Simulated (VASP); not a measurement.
# AlFe (Pm-3m) in VASP: relaxation of cell and atoms with PBE

Aim: the relaxation of cell and atoms of AlFe with PBE.

Everything below comes from runs of VASP 6.6.1. Logs are shortened: lines on timing, memory, paths and dates and some standing lists are left out, and cuts for length are marked.

### Step 1. The cell of the first run

Symmetry: Pm-3m, No. 221, cubic system. The conventional cell has a = 2.910 Å, b = 2.910 Å, c = 2.910 Å, α = 90.00°, β = 90.00°, γ = 90.00°. Within 3.3 Å of Al (site symmetry m-3m) lie 8 Fe at 2.52 Å and 6 Al at 2.91 Å. Within 3.3 Å of Fe (site symmetry m-3m) lie 8 Al at 2.52 Å and 6 Fe at 2.91 Å.

### Step 2. Relaxation of cell and atoms, PBE, collinear spin, ferromagnetic start

Contents of INCAR:

```
SYSTEM = AlFe
ALGO = Normal ; EDIFF = 1E-6
EDIFFG = -0.005 ; ENCUT = 600
GGA = PE ; IBRION = 2
ISIF = 3 ; ISMEAR = 0
ISPIN = 2 ; LASPH = .TRUE.
LCHARG = .FALSE. ; LMAXMIX = 4
LORBIT = 11 ; LREAL = .FALSE.
LWAVE = .FALSE. ; MAGMOM = 0 0.85
NELM = 150 ; NSW = 100
PREC = Accurate ; SIGMA = 0.1
```

Contents of KPOINTS:

```
k-points
0
G
  14 14 14
  0 0 0
```

Contents of POSCAR:

```
AlFe
1.0
    2.9100000000      0.0000000000      0.0000000000
    0.0000000000      2.9100000000      0.0000000000
    0.0000000000      0.0000000000      2.9100000000
Al Fe
1 1
Direct
    0.0000000000      0.0000000000      0.0000000000
    0.5000000000      0.5000000000      0.5000000000
```

Potentials or basis: VASP PAW PBE potentials, release 64 (Al, Fe).

Command:

```console
cat potpaw_PBE.64/Al/POTCAR potpaw_PBE.64/Fe/POTCAR > POTCAR
mpirun -np 1 vasp_std > vasp.out
```

OUTCAR:

```text
SYSTEM = AlFe
   EDIFF = 1E-6
   EDIFFG = -0.005
   ENCUT = 600
   GGA = PE
   IBRION = 2
   ISIF = 3
   ISMEAR = 0
   ISPIN = 2
   LASPH = .TRUE.
   LORBIT = 11
   LREAL = .FALSE.
   NELM = 150
   NSW = 100
   PREC = Accurate

 ion  position               nearest neighbor table
   1  0.000  0.000  0.000-   2 2.52   2 2.52   2 2.52   2 2.52   2 2.52   2 2.52   2 2.52   2 2.52

   2  0.500  0.500  0.500-   1 2.52   1 2.52   1 2.52   1 2.52   1 2.52   1 2.52   1 2.52   1 2.52

  LATTYP: Found a simple cubic cell.
 ALAT       =     2.9100000000

  Lattice vectors:

 A1 = (   2.9100000000,   0.0000000000,   0.0000000000)
 A2 = (   0.0000000000,   2.9100000000,   0.0000000000)
 A3 = (   0.0000000000,   0.0000000000,   2.9100000000)

Analysis of symmetry for initial positions (statically):
=====================================================================
 Subroutine PRICEL returns:
 Original cell was already a primitive cell.

 Routine SETGRP: Setting up the symmetry group for a
 simple cubic supercell.

 Subroutine GETGRP returns: Found 48 space group operations
 (whereof 48 operations were pure point group operations)
 out of a pool of 48 trial point group operations.

The static configuration has the point symmetry O_h .

Analysis of symmetry for dynamics (positions and initial velocities):
=====================================================================
 Subroutine PRICEL returns:
 Original cell was already a primitive cell.

 Routine SETGRP: Setting up the symmetry group for a
 simple cubic supercell.

 Subroutine GETGRP returns: Found 48 space group operations
 (whereof 48 operations were pure point group operations)
 out of a pool of 48 trial point group operations.

The dynamic configuration has the point symmetry O_h .

Analysis of structural, dynamic, and magnetic symmetry:
=====================================================================
 Subroutine PRICEL returns:
 Original cell was already a primitive cell.

 Routine SETGRP: Setting up the symmetry group for a
 simple cubic supercell.

 Subroutine GETGRP returns: Found 48 space group operations
 (whereof 48 operations were pure point group operations)
 out of a pool of 48 trial point group operations.

The overall configuration has the point symmetry O_h .

 Subroutine INISYM returns: Found 48 space group operations
 (whereof 48 operations are pure point group operations),
 and found     1 'primitive' translations

----------------------------------------------------------------------------------------

                                     Primitive cell

  volume of cell :      24.6422

  direct lattice vectors                    reciprocal lattice vectors
     2.910000000  0.000000000  0.000000000     0.343642612  0.000000000  0.000000000
     0.000000000  2.910000000  0.000000000     0.000000000  0.343642612  0.000000000
     0.000000000  0.000000000  2.910000000     0.000000000  0.000000000  0.343642612

  length of vectors
     2.910000000  2.910000000  2.910000000     0.343642612  0.343642612  0.343642612

  position of ions in fractional coordinates (direct lattice)
     0.000000000  0.000000000  0.000000000
     0.500000000  0.500000000  0.500000000

  ion indices of the primitive-cell ions
   primitive index   ion index
                 1           1
                 2           2

----------------------------------------------------------------------------------------

 KPOINTS: k-points

Automatic generation of k-mesh.
 Grid dimensions read from file:
 generate k-points for:   14   14   14

 Generating k-lattice:

  Cartesian coordinates                     Fractional coordinates (reciprocal lattice)
     0.024545901  0.000000000  0.000000000     0.071428571  0.000000000  0.000000000
     0.000000000  0.024545901  0.000000000     0.000000000  0.071428571  0.000000000
     0.000000000  0.000000000  0.024545901     0.000000000  0.000000000  0.071428571

  Length of vectors
     0.024545901  0.024545901  0.024545901

  Shift w.r.t. Gamma in fractional coordinates (k-lattice)
     0.000000000  0.000000000  0.000000000

 Subroutine IBZKPT returns following result:
 ===========================================

 Found    120 irreducible k-points:

 Following reciprocal coordinates:
            Coordinates               Weight
  0.000000  0.000000  0.000000      1.000000
  0.071429  0.000000  0.000000      6.000000
  0.142857  0.000000  0.000000      6.000000
  0.214286  0.000000  0.000000      6.000000
  0.285714  0.000000  0.000000      6.000000
  0.357143  0.000000  0.000000      6.000000
[... 16 lines left out ...]
  0.285714  0.214286  0.000000     24.000000
  0.357143  0.214286  0.000000     24.000000
 [... further k-points ...]
   k-points           NKPTS =    120   k-points in BZ     NKDIM =    120   number of bands    NBANDS=      9
   number of dos      NEDOS =    301   number of ions     NIONS =      2
   total plane-waves  NPLWV =  13824
   dimension x,y,z NGX =    24 NGY =   24 NGZ =   24
   dimension x,y,z NGXF=    48 NGYF=   48 NGZF=   48
   ions per type =               1   1
   NGX,Y,Z   is equivalent  to a cutoff of  13.71, 13.71, 13.71 a.u.
   NGXF,Y,Z  is equivalent  to a cutoff of  27.42, 27.42, 27.42 a.u.
 SYSTEM =  AlFe
   PREC   = accura    normal or accurate (medium, high low for compatibility)
   ISTART =      0    job   : 0-new  1-cont  2-samecut
   ICHARG =      2    charge: 1-file 2-atom 10-const
   ISPIN  =      2    spin polarized calculation?
   LNONCOLLINEAR =      F non collinear calculations
   LSORBIT =      F    spin-orbit coupling
   LASPH  =      T    aspherical Exc in radial PAW
   ENCUT  =  600.0 eV  44.10 Ry    6.64 a.u.   5.81  5.81  5.81*2*pi/ulx,y,z
   NELM   =    150;   NELMIN=  2; NELMDL= -5     # of ELM steps
   EDIFF  = 0.1E-05   stopping-criterion for ELM
   LREAL  =      F    real-space projection
   EDIFFG = -.5E-02   stopping-criterion for IOM
   NSW    =    100    number of steps for IOM
   IBRION =      2    ionic relax: 0-MD 1-quasi-New 2-CG
   NFREE  =      1    steps in history (QN), initial steepest desc. (CG)
   ISIF   =      3    stress and relaxation
   ISYM   =      2    0-nonsym 1-usesym 2-fastsym
   POTIM  = 0.5000    time-step for ionic-motion
   TEBEG  =    0.0;   TEEND  =   0.0 temperature during run
   PSTRESS=    0.0 pullay stress
   NELECT =      11.0000    total number of electrons
   NUPDOWN=      -1.0000    fix difference up-down
   EMIN   =  10.00;   EMAX   =-10.00  energy-range for DOS
   EFERMI =   0.00;   METHOD = LEGACY
   ISMEAR =     0;   SIGMA  =   0.10  broadening in eV -4-tet -1-fermi 0-gaus
   EFERMI_NEDOS =   21; number of points for ismear=-14 and -15
   IALGO  =     38    algorithm
   IMIX   =      4    mixing-type and parameters
     AMIX     =   0.40;   BMIX     =  1.00
     AMIX_MAG =   1.60;   BMIX_MAG =  1.00
  volume/ion in A,a.u.               =      12.32        83.15
  Fermi-wavevector in a.u.,A,eV,Ry     =   1.251160  2.364349 21.298567  1.565401
  Thomas-Fermi vector in A             =   2.385120
   LORBIT       =     11    0 simple, 1 ext, 2 COOP (PROOUT), +10 PAW based schemes
   GGA     = PE    functional components
   LHFCALC =     F    Hartree Fock is set to
   AEXX    =    0.0000 exact exchange contribution
   IVDW    =     0    specifies the selected vdW correction
   LEPSILON=     F    determine dielectric tensor
   LRPA    =     F    only Hartree local field effects (RPA)
 conjugate gradient relaxation of ions
 spin polarized calculation
 Gauss-broadening in eV      SIGMA  =   0.10
  energy-cutoff  :      600.00
  volume of cell :       24.64
 maximum number of plane-waves:       844
 NGX is ok and might be reduce to    24
   NGX = 11   NGY = 11   NGZ = 11

--------------------------------------- Ionic step        1  -------------------------------------------

 number of electron      10.9999994 magnetization       0.6929445

 Free energy of the ion-electron system (eV)
  ---------------------------------------------------
  ext. energy  EPLUGINS =         0.00000000
  ---------------------------------------------------
  free energy    TOTEN  =       -12.63529873 eV

  energy without entropy =      -12.62308688  energy(sigma->0) =      -12.62919281

------------------------ aborting loop because EDIFF is reached ----------------------------------------

  FORCE on cell =-STRESS in cart. coord.  units (eV):
  Direction    XX          YY          ZZ          XY          YZ          ZX
  --------------------------------------------------------------------------------------
  -------------------------------------------------------------------------------------
  Total       -0.9259402     -0.9259402     -0.9259402      0.0000000     -0.0000000      0.0000000
  in kB      -60.2025056    -60.2025056    -60.2025056      0.0000000     -0.0000000      0.0000000
  external PRESSURE =     -60.2025056 kB  Pullay stress =       0.0000000 kB
[... 57 lines left out ...]
  energy  without entropy=      -12.6305255797  energy(sigma->0) =      -12.63574144

--------------------------------------- Ionic step        3  -------------------------------------------

 number of electron      10.9999995 magnetization       0.6681715

 Free energy of the ion-electron system (eV)
  ---------------------------------------------------
  ext. energy  EPLUGINS =         0.00000000
  ---------------------------------------------------
  free energy    TOTEN  =       -12.65317812 eV

  energy without entropy =      -12.64205283  energy(sigma->0) =      -12.64761548

 E-fermi :   8.0258     XC(G=0): -12.1487

 val. band max:        8.0228716475   @ k =   0.1429   0.1429   0.1429
 cond. band min:       8.0295164753   @ k =   0.5000   0.3571   0.3571
 fundamental gap:      0.0066448278
 Fermi energy:         8.0257733946

 spin component 1

 k-point     1 :       0.0000    0.0000    0.0000
  band No.  band energies     occupation
      1      -2.3895      1.00000
      2       5.5269      1.00000
      3       5.5269      1.00000
      4       7.6541      1.00000
      5       7.6541      1.00000
      6       7.6541      1.00000
      7      14.3857      0.00000
      8      14.3857      0.00000
      9      14.3857      0.00000
[... 265 lines left out ...]
 k-point    24 :       0.3571    0.2143    0.0000
  band No.  band energies     occupation
      1       0.6515      1.00000
      2       4.4513      1.00000
      3       5.9921      1.00000
      4       6.6460      1.00000
      5       6.9413      1.00000
      6       7.3941      1.00000
      7       9.3869      0.00000
      8      13.0833      0.00000
      9      16.9030      0.00000

 [... further k-points ...]

 spin component 2

 k-point     1 :       0.0000    0.0000    0.0000
  band No.  band energies     occupation
      1      -2.3839      1.00000
      2       5.8707      1.00000
      3       5.8707      1.00000
      4       8.4589      0.00000
      5       8.4589      0.00000
      6       8.4589      0.00000
      7      14.4154      0.00000
      8      14.4154      0.00000
      9      14.4154      0.00000
[... 305 lines left out ...]
  FREE ENERGIE OF THE ION-ELECTRON SYSTEM (eV)
  ---------------------------------------------------
  free  energy   TOTEN  =       -12.6531781224 eV

  energy  without entropy=      -12.6420528308  energy(sigma->0) =      -12.64761548

 reached required accuracy - stopping structural energy minimisation

 total charge

# of ion       s       p       d       tot
------------------------------------------
    1        0.400   0.437   0.000   0.837
    2        0.431   0.502   6.486   7.419
--------------------------------------------------
tot          0.831   0.939   6.486   8.255

 magnetization (x)

# of ion       s       p       d       tot
------------------------------------------
    1       -0.008  -0.015   0.000  -0.023
    2        0.000   0.007   0.700   0.707
--------------------------------------------------
tot         -0.008  -0.008   0.700   0.684
```

Wall time 58 s (1 thread of Intel Xeon Platinum 8488C (Sapphire Rapids), shared host); peak memory 0.18 GiB.

What came out:

```yaml
Free_energy: -12.6532 eV
Relaxed_volume: 11.87 Å³/atom
Relaxed_cell: a = 2.874 Å, b = 2.874 Å, c = 2.874 Å, α = 90.00°, β = 90.00°, γ = 90.00°
Space_group_after_relaxing_to_0.1_Å: Pm-3m (No. 221)
Energy_gained_by_relaxing: 8.9 meV/atom
Ionic_steps: 3
Pressure_after_relaxing: 0.0 GPa
Net_moment: 0.67 μB per cell
Site_moments: Al -0.02; Fe +0.71 μB
Valence_electrons_inside_the_program's_atomic_spheres: Al 0.84; Fe 7.42
```

The path:
| step | energy change (eV) | largest force (eV/Å) | pressure (GPa) | volume (Å³) |
| --- | --- | --- | --- | --- |
| 1 | 0.0000 | 0.0000 | -6.02 | 24.64 |
| 2 | -0.0057 | 0.0000 | 5.72 | 23.03 |
| 3 | -0.0179 | 0.0000 | 0.01 | 23.73 |

Final structure:
```cif
data_structure
_symmetry_space_group_name_H-M 'P 1'
_symmetry_Int_Tables_number 1
_cell_length_a 2.8738
_cell_length_b 2.8738
_cell_length_c 2.8738
_cell_angle_alpha 90.000
_cell_angle_beta 90.000
_cell_angle_gamma 90.000
_cell_volume 23.73
loop_
_atom_site_label
_atom_site_type_symbol
_atom_site_fract_x
_atom_site_fract_y
_atom_site_fract_z
_atom_site_occupancy
Al1 Al 0.00000 0.00000 0.00000 1
Fe1 Fe 0.50000 0.50000 0.50000 1
```

Levels at points of the mesh, in eV from the Fermi level:
Spin up:
| k point | band 3 | band 4 | band 5 | band 6 | band 7 | band 8 | band 9 |
| --- | --- | --- | --- | --- | --- | --- | --- |
| (0.00, 0.00, 0.00) | -2.50 | -0.37 | -0.37 | -0.37 | 6.36 | 6.36 | 6.36 |
| (0.50, 0.00, 0.00) | -1.87 | -1.32 | -1.32 | -0.25 | 0.91 | 8.72 | 11.06 |
| (0.50, 0.50, 0.00) | -2.12 | -2.12 | -1.09 | -1.09 | 0.46 | 3.25 | 4.04 |
| (0.50, 0.50, 0.50) | -3.62 | 0.50 | 0.50 | 2.97 | 2.97 | 2.97 | 4.28 |
Spin down:
```tsv
k point	band 3	band 4	band 5	band 6	band 7	band 8
(0.00, 0.00, 0.00)	-2.16	0.43	0.43	0.43	6.39	6.39
(0.50, 0.00, 0.00)	-1.47	-0.62	-0.62	0.57	1.38	8.61
(0.50, 0.50, 0.00)	-2.12	-2.12	-0.35	-0.35	0.97	3.58
(0.50, 0.50, 0.50)	-3.22	1.02	1.02	3.03	3.03	3.03
```
